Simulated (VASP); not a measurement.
# SnSe2 (P1) in VASP: single point with r2SCAN

Aim: the single point of SnSe2 with r2SCAN.

Program: VASP 6.6.1. These are calculated values, not measurements. Logs are shortened: lines on timing, memory, paths and dates and some standing lists are left out, and cuts for length are marked.

### Step 1. The cell of the first run

The typed cell holds 12 atoms: a = 7.650 Å, b = 7.650 Å, c = 6.227 Å, α = 90.00°, β = 90.00°, γ = 120.00°.

### Step 2. Single point, r2SCAN

File POSCAR:

```
SnSe2
1.0
    7.6502986386      0.0000000000      0.0000000000
   -3.8251493193      6.6253529676      0.0000000000
    0.0000000000      0.0000000000      6.2270792392
Sn Se
4 8
Direct
   -0.0037281557      0.0028928270     -0.0053822986
   -0.0081372337      0.4900137420     -0.0103949215
    0.5055359274      0.0105621542      0.0110923593
    0.5018390495      0.5042620395     -0.0015377996
    0.1756627022      0.3299923809      0.2505319011
    0.3239924641      0.1615999940      0.7411696275
    0.1741856727      0.8490916676      0.2579319996
    0.3326259719      0.6566104510      0.7558896907
    0.6705604140      0.3304622426      0.2397074042
    0.8473522177      0.1755381194      0.7477841250
    0.6617523674      0.8254373807      0.2779624176
    0.8206181607      0.6596466666      0.7383769860
```

File INCAR.step1:

```
PREC = Accurate
ENCUT = 520
ISMEAR = -1
SIGMA = 0.086
LREAL = F
LASPH = T
NELM = 100
NBANDS = 64
GGA = PE
ALGO = Normal
EDIFF = 1E-4
LWAVE = T
LCHARG = F
```

File INCAR.step2:

```
PREC = Accurate
ENCUT = 520
EDIFF = 1E-6
ISMEAR = -1
SIGMA = 0.086
LREAL = F
LASPH = T
NELM = 100
ALGO = Normal
ISIF = 2
LWAVE = F
LCHARG = F
METAGGA = R2SCAN
LMIXTAU = T
NBANDS = 64
ISTART = 1
```

File KPOINTS:

```
Automatic mesh
0
Gamma
  3 3 2
```

Potentials or basis: VASP PAW PBE potentials, release 64 (Sn_d, Se).

Started as:

```
$ cat potpaw_PBE.64/Sn_d/POTCAR potpaw_PBE.64/Se/POTCAR > POTCAR
$ cp INCAR.step1 INCAR
$ mpirun -np 1 vasp_std > vasp.out
$ cp INCAR.step2 INCAR
$ mpirun -np 1 vasp_std > vasp.out
```

OUTCAR:

```text
PREC = Accurate
   ENCUT = 520
   EDIFF = 1E-6
   ISMEAR = -1
   LREAL = F
   LASPH = T
   NELM = 100
   ISIF = 2
   METAGGA = R2SCAN
   ISTART = 1

 ion  position               nearest neighbor table
   1  0.996  0.003  0.995-  10 2.63   6 2.68   5 2.69   7 2.74  12 2.78  11 2.83   2 3.74
   2  0.992  0.490  0.990-  10 2.57   9 2.64   8 2.69  12 2.75   5 2.80   7 2.91   3 3.70   1 3.74

   3  0.506  0.011  0.011-   9 2.55   7 2.68   6 2.77  10 2.80  11 2.81   8 2.83   2 3.70
   4  0.502  0.504  0.998-   8 2.61  12 2.66   5 2.67   9 2.72  11 2.75   6 2.78
   5  0.176  0.330  0.251-   4 2.67   1 2.69   2 2.80
   6  0.324  0.162  0.741-   1 2.68   3 2.77   4 2.78
   7  0.174  0.849  0.258-   3 2.68   1 2.74   2 2.91
   8  0.333  0.657  0.756-   4 2.61   2 2.69   3 2.83
   9  0.671  0.330  0.240-   3 2.55   2 2.64   4 2.72
  10  0.847  0.176  0.748-   2 2.57   1 2.63   3 2.80
  11  0.662  0.825  0.278-   4 2.75   3 2.81   1 2.83
  12  0.821  0.660  0.738-   4 2.66   2 2.75   1 2.78

  LATTYP: Found a hexagonal cell.
 ALAT       =     7.6502986386
 C/A-ratio  =     0.8139655108

  Lattice vectors:

 A1 = (   7.6502986386,   0.0000000000,   0.0000000000)
 A2 = (  -3.8251493193,   6.6253529676,   0.0000000000)
 A3 = (   0.0000000000,   0.0000000000,   6.2270792392)

Analysis of symmetry for initial positions (statically):
=====================================================================
 Subroutine PRICEL returns:
 Original cell was already a primitive cell.

 Routine SETGRP: Setting up the symmetry group for a
 hexagonal supercell.

 Subroutine GETGRP returns: Found  1 space group operations
 (whereof  1 operations were pure point group operations)
 out of a pool of 24 trial point group operations.

The static configuration has the point symmetry C_1 .

Analysis of symmetry for dynamics (positions and initial velocities):
=====================================================================
 Subroutine PRICEL returns:
 Original cell was already a primitive cell.

 Routine SETGRP: Setting up the symmetry group for a
 hexagonal supercell.

 Subroutine GETGRP returns: Found  1 space group operations
 (whereof  1 operations were pure point group operations)
 out of a pool of 24 trial point group operations.

The dynamic configuration has the point symmetry C_1 .

 Subroutine INISYM returns: Found  1 space group operations
 (whereof  1 operations are pure point group operations),
 and found     1 'primitive' translations

----------------------------------------------------------------------------------------

                                     Primitive cell

  volume of cell :     315.6253

  direct lattice vectors                    reciprocal lattice vectors
     7.650298639  0.000000000  0.000000000     0.130713851  0.075467677  0.000000000
    -3.825149319  6.625352968  0.000000000     0.000000000  0.150935355  0.000000000
     0.000000000  0.000000000  6.227079239     0.000000000  0.000000000  0.160588931

  length of vectors
     7.650298639  7.650298639  6.227079239     0.150935355  0.150935355  0.160588931

  position of ions in fractional coordinates (direct lattice)
     0.996271844  0.002892827  0.994617701
     0.991862766  0.490013742  0.989605078
     0.505535927  0.010562154  0.011092359
     0.501839049  0.504262039  0.998462200
     0.175662702  0.329992381  0.250531901
     0.323992464  0.161599994  0.741169627
     0.174185673  0.849091668  0.257932000
     0.332625972  0.656610451  0.755889691
     0.670560414  0.330462243  0.239707404
     0.847352218  0.175538119  0.747784125
     0.661752367  0.825437381  0.277962418
     0.820618161  0.659646667  0.738376986

  ion indices of the primitive-cell ions
   primitive index   ion index
                 1           1
                 2           2
                 3           3
                 4           4
                 5           5
                 6           6
                 7           7
                 8           8
                 9           9
                10          10
                11          11
                12          12

----------------------------------------------------------------------------------------

 KPOINTS: Automatic mesh

Automatic generation of k-mesh.
 Grid dimensions read from file:
 generate k-points for:    3    3    2

 Generating k-lattice:

  Cartesian coordinates                     Fractional coordinates (reciprocal lattice)
     0.043571284  0.025155892  0.000000000     0.333333333  0.000000000  0.000000000
     0.000000000  0.050311785  0.000000000     0.000000000  0.333333333  0.000000000
     0.000000000  0.000000000  0.080294466     0.000000000  0.000000000  0.500000000

  Length of vectors
     0.050311785  0.050311785  0.080294466

  Shift w.r.t. Gamma in fractional coordinates (k-lattice)
     0.000000000  0.000000000  0.000000000

 Subroutine IBZKPT returns following result:
 ===========================================

 Found     10 irreducible k-points:

 Following reciprocal coordinates:
            Coordinates               Weight
  0.000000  0.000000  0.000000      1.000000
  0.333333  0.000000  0.000000      2.000000
  0.000000  0.333333  0.000000      2.000000
 -0.333333  0.333333  0.000000      2.000000
  0.333333  0.333333  0.000000      2.000000
  0.000000  0.000000  0.500000      1.000000
  0.333333  0.000000  0.500000      2.000000
  0.000000  0.333333  0.500000      2.000000
 -0.333333  0.333333  0.500000      2.000000
  0.333333  0.333333  0.500000      2.000000
   k-points           NKPTS =     10   k-points in BZ     NKDIM =     10   number of bands    NBANDS=     64
   number of dos      NEDOS =    301   number of ions     NIONS =     12
   total plane-waves  NPLWV = 172800
   dimension x,y,z NGX =    60 NGY =   60 NGZ =   48
   dimension x,y,z NGXF=   120 NGYF=  120 NGZF=   96
   ions per type =               4   8
   NGX,Y,Z   is equivalent  to a cutoff of  13.04, 13.04, 12.81 a.u.
   NGXF,Y,Z  is equivalent  to a cutoff of  26.08, 26.08, 25.63 a.u.
 SYSTEM =  unknown system
   PREC   = accura    normal or accurate (medium, high low for compatibility)
   ISTART =      1    job   : 0-new  1-cont  2-samecut
   ICHARG =      0    charge: 1-file 2-atom 10-const
   ISPIN  =      1    spin polarized calculation?
   LNONCOLLINEAR =      F non collinear calculations
   LSORBIT =      F    spin-orbit coupling
   LASPH  =      T    aspherical Exc in radial PAW
   ENCUT  =  520.0 eV  38.22 Ry    6.18 a.u.  14.22 14.22 11.58*2*pi/ulx,y,z
   NELM   =    100;   NELMIN=  2; NELMDL=  0     # of ELM steps
   EDIFF  = 0.1E-05   stopping-criterion for ELM
   LREAL  =      F    real-space projection
   EDIFFG = 0.1E-04   stopping-criterion for IOM
   NSW    =      0    number of steps for IOM
   IBRION =     -1    ionic relax: 0-MD 1-quasi-New 2-CG
   NFREE  =      0    steps in history (QN), initial steepest desc. (CG)
   ISIF   =      2    stress and relaxation
   ISYM   =      2    0-nonsym 1-usesym 2-fastsym
   POTIM  = 0.5000    time-step for ionic-motion
   TEBEG  =    0.0;   TEEND  =   0.0 temperature during run
   PSTRESS=    0.0 pullay stress
   NELECT =     104.0000    total number of electrons
   NUPDOWN=      -1.0000    fix difference up-down
   EMIN   =  10.00;   EMAX   =-10.00  energy-range for DOS
   EFERMI =   0.00;   METHOD = LEGACY
   ISMEAR =    -1;   SIGMA  =   0.09  broadening in eV -4-tet -1-fermi 0-gaus
   EFERMI_NEDOS =   21; number of points for ismear=-14 and -15
   IALGO  =     38    algorithm
   IMIX   =      4    mixing-type and parameters
     AMIX     =   0.40;   BMIX     =  1.00
     AMIX_MAG =   1.60;   BMIX_MAG =  1.00
  volume/ion in A,a.u.               =      26.30       177.50
  Fermi-wavevector in a.u.,A,eV,Ry     =   1.130738  2.136785 17.395981  1.278569
  Thomas-Fermi vector in A             =   2.267435
   LORBIT       =      0    0 simple, 1 ext, 2 COOP (PROOUT), +10 PAW based schemes
   METAGGA = R2SCAN    functional components
   LHFCALC =     F    Hartree Fock is set to
   AEXX    =    0.0000 exact exchange contribution
   IVDW    =     0    specifies the selected vdW correction
   LEPSILON=     F    determine dielectric tensor
   LRPA    =     F    only Hartree local field effects (RPA)
 non-spin polarized calculation
  energy-cutoff  :      520.00
  volume of cell :      315.63
 maximum number of plane-waves:      8513
 NGX is ok and might be reduce to    60
   NGX = 29   NGY = 29   NGZ = 23

 number of electron     104.0000000 magnetization

 Free energy of the ion-electron system (eV)
  ---------------------------------------------------
  ext. energy  EPLUGINS =         0.00000000
  ---------------------------------------------------
  free energy    TOTEN  =      -218.00686220 eV

  energy without entropy =     -218.00238302  energy(sigma->0) =     -218.00462261

 E-fermi :   4.1878     XC(G=0):  -9.9270

 val. band max:        3.7490258974   @ k =   0.3333   0.0000   0.0000
 cond. band min:       4.5038439867   @ k =   0.0000   0.0000   0.5000
 fundamental gap:      0.7548180893
 Fermi energy:         4.1877859289

 k-point     1 :       0.0000    0.0000    0.0000
  band No.  band energies     occupation
      1     -18.3528      2.00000
      2     -18.3203      2.00000
      3     -18.2829      2.00000
      4     -18.2702      2.00000
      5     -18.2528      2.00000
      6     -18.2375      2.00000
[... 56 lines left out ...]
     63       9.1220      0.00000
     64       9.2153      0.00000

 k-point     2 :       0.3333    0.0000    0.0000
  band No.  band energies     occupation
      1     -18.3375      2.00000
      2     -18.3103      2.00000
      3     -18.2917      2.00000
      4     -18.2629      2.00000
      5     -18.2498      2.00000
      6     -18.2348      2.00000
[... 592 lines left out ...]
     63       9.6656      0.00000
     64       9.7989      0.00000

------------------------ aborting loop because EDIFF is reached ----------------------------------------

  FORCE on cell =-STRESS in cart. coord.  units (eV):
  Direction    XX          YY          ZZ          XY          YZ          ZX
  --------------------------------------------------------------------------------------
  -------------------------------------------------------------------------------------
  Total        2.4058592      3.3494858      1.1898782     -0.0472682      0.1400850     -0.6819599
  in kB       12.2126242     17.0026621      6.0400604     -0.2399428      0.7110994     -3.4617652
  external PRESSURE =      11.7517822 kB  Pullay stress =       0.0000000 kB

 VOLUME and BASIS-vectors are now :
 -----------------------------------------------------------------------------
  energy-cutoff  :      520.00
  volume of cell :      315.63
      direct lattice vectors                 reciprocal lattice vectors
     7.650298639  0.000000000  0.000000000     0.130713851  0.075467677  0.000000000
    -3.825149319  6.625352968  0.000000000     0.000000000  0.150935355  0.000000000
     0.000000000  0.000000000  6.227079239     0.000000000  0.000000000  0.160588931

 POSITION                                       TOTAL-FORCE (eV/Angst)
 -----------------------------------------------------------------------------------
      7.61071      0.01917      6.19356         0.534710     -0.416244      0.680137
      5.71367      3.24651      6.16235         0.549052      1.213604      0.691128
      3.82710      0.06998      0.06907        -0.234933     -1.185430     -0.591940
      1.91034      3.34091      6.21750        -0.149054     -0.262339      0.188078
      0.08160      2.18632      1.56008        -0.506635      0.073934      0.033631
      1.86049      1.07066      4.61532         0.507058      0.052689      0.272991
     -1.91533      5.62553      1.60616        -0.197737     -0.607236     -0.516603
      0.03306      4.35028      4.70699        -0.276914      0.729261     -0.293466
      3.86592      2.18943      1.49268        -0.023961      0.574468      0.914259
      5.81104      1.16300      4.65651        -0.585218     -0.724364     -0.543627
      1.90518      5.46881      1.73089         0.098718      0.323595     -1.112907
      3.75473      4.37039      4.59793         0.284915      0.228061      0.278319
 -----------------------------------------------------------------------------------
    total drift:                               -0.000097      0.000019     -0.000743

  FREE ENERGIE OF THE ION-ELECTRON SYSTEM (eV)
  ---------------------------------------------------
  free  energy   TOTEN  =      -218.0068622037 eV

  energy  without entropy=     -218.0023830236  energy(sigma->0) =     -218.00462261
```

Wall time 9.5 min (1 thread of AMD EPYC 9R45 (Zen 5), shared host); peak memory 0.5 GiB.

What came out:

- Free energy: -218.0069 eV
- Pressure: 1.2 GPa
- Largest force: 1.501 eV/Å
- Band gap on the k mesh: 0.75 eV

Forces on the atoms (eV/Å):
```
Sn   0.535 -0.416  0.680
Sn   0.549  1.214  0.691
Sn  -0.235 -1.185 -0.592
Sn  -0.149 -0.262  0.188
Se  -0.507  0.074  0.034
Se   0.507  0.053  0.273
Se  -0.198 -0.607 -0.517
Se  -0.277  0.729 -0.293
Se  -0.024  0.574  0.914
Se  -0.585 -0.724 -0.544
Se   0.099  0.324 -1.113
Se   0.285  0.228  0.278
```

Stress tensor (GPa, compression positive):
```
 1.22 -0.02 -0.35
-0.02  1.70  0.07
-0.35  0.07  0.60
```

Caveat: the k points lie up to 0.50 Å⁻¹ apart; the atoms stand as in a frame of molecular dynamics; the PAW data sets were made with another functional, which shifts forces and pressure a little; spin-orbit coupling is left out, which moves the levels of the heavy elements; an odd mesh through Γ misses points on the zone boundary, where band edges can lie.
